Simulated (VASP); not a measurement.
## ZnAu: single point with PBE

The system is ZnAu.

```
CELL_PARAMETERS angstrom
3.22567 0.00000 0.00000
0.00000 3.22567 0.00000
0.00000 0.00000 3.30435
ATOMIC_POSITIONS crystal
Zn 0.50000 0.50000 0.50000
Au 0.00000 0.00000 0.00000
```

This cell differs from its parent crystal: strain +0.025 along x and y, +0.050 along z.

```
Program                : VASP 6.6.1
Task                   : single point
Functional             : PBE
Potentials or basis    : VASP PAW PBE potentials, release 64 (Zn, Au)
Cutoff                 : 520 eV
k mesh                 : 16 × 16 × 16
Occupations            : gaussian, width 0.15 eV
Spin                   : no spin polarisation
Dipole correction      : no
Further INCAR settings : ALGO = Fast; EDIFF = 1e-06; NBANDS = 18
```

```json
{"Pressure": "-5.9 GPa"}
```

Stress tensor (GPa, compression positive):
```
-5.79  0.00  0.00
 0.00 -5.79  0.00
 0.00  0.00 -5.99
```

Levels at points of the mesh, in eV from the Fermi level:
```tsv
k point	band 9	band 10	band 11	band 12	band 13	band 14	band 15	band 16
(0.00, 0.00, 0.00)	-3.55	-3.55	-3.51	4.46	5.12	5.12	7.67	11.39
(0.50, 0.00, 0.00)	-4.58	-4.46	-3.66	-2.22	10.05	10.15	10.20	10.64
(0.50, 0.50, 0.00)	-3.90	-2.96	-1.46	-1.46	0.73	2.08	9.60	12.04
(0.00, 0.00, 0.50)	-4.44	-4.44	-3.60	-2.50	10.35	10.47	10.47	10.70
(0.50, 0.00, 0.50)	-3.82	-3.05	-1.61	-1.56	0.48	1.92	10.07	12.49
(0.50, 0.50, 0.50)	-3.03	-2.93	1.16	3.06	3.67	3.67	3.76	5.38
```

Run time: 2.1 min on 1 thread of Intel Xeon 6975P-C (shared host), peak memory 0.36 GiB.

Caveat: the cell differs from its parent crystal (strain +0.025 along x and y, +0.050 along z); spin-orbit coupling is left out, which moves the levels of the heavy elements.
